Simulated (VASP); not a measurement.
A run of VASP 6.6.1 is set up as follows.

POSCAR

```
As
1.0
    2.9794804000     -0.1006165900      0.3237709600
   -0.1006165900      2.5830128800      0.2618843200
    0.3237709600      0.2618843200      2.5485519600
As
1
Direct
    0.5000000000      0.5000000000      0.5000000000
```

Contents of INCAR.step1:

```
PREC     = Accurate       # precision mode
ENCUT    = 520            # plane-wave cutoff, eV
EDIFF    = 1E-5           # SCF threshold, eV
ISMEAR   = -1             # smearing method
SIGMA    = 0.05           # smearing width, eV
LREAL    = F              # projectors in reciprocal space
LASPH    = T              # aspherical terms in the spheres
NELM     = 60             # most SCF steps
ALGO     = Normal         # electronic algorithm
ISIF     = 2              # what is computed and relaxed
LWAVE    = T              # write WAVECAR
NBANDS   = 8              # bands
GGA      = PE             # functional
```

File INCAR.step2:

```
PREC     = Accurate       # precision mode
ENCUT    = 520            # plane-wave cutoff, eV
EDIFF    = 1E-7           # SCF threshold, eV
ISMEAR   = -1             # smearing method
SIGMA    = 0.05           # smearing width, eV
LREAL    = F              # projectors in reciprocal space
LASPH    = T              # aspherical terms in the spheres
NELM     = 60             # most SCF steps
ALGO     = Normal         # electronic algorithm
ISIF     = 2              # what is computed and relaxed
LWAVE    = F              # write WAVECAR
LCHARG   = T              # write CHGCAR
GGA      = PE             # functional
LHFCALC  = T              # exact exchange
AEXX     = 1.0            # exact-exchange fraction
ALDAC    = 0.0          
AGGAC    = 0.0          
PRECFOCK = Normal       
LELF     = T              # ELF
LVHAR    = T            
NBANDS   = 8              # bands
ISTART   = 1
```

The input KPOINTS:

```
regular mesh
0
Gamma
  5 5 6
```

Potentials or basis: VASP PAW PBE potentials, release 64 (As).

The run is started by

```sh
$ cat potpaw_PBE.64/As/POTCAR > POTCAR
$ cp INCAR.step1 INCAR
$ mpirun -np 1 vasp_std > vasp.out
$ cp INCAR.step2 INCAR
$ mpirun -np 1 vasp_std > vasp.out
```

(1) What does it give for the band gap on the k mesh?

(2) Predict the pressure.

## Answers

(1) zero (an odd number of electrons rules out a gap without spin polarisation).

(2) 5.2 GPa.

Caveat: the k points lie up to 0.50 Å⁻¹ apart, too coarse for converged energies and pressures of a metal; the PAW data sets were made with another functional, which shifts forces and pressure a little.
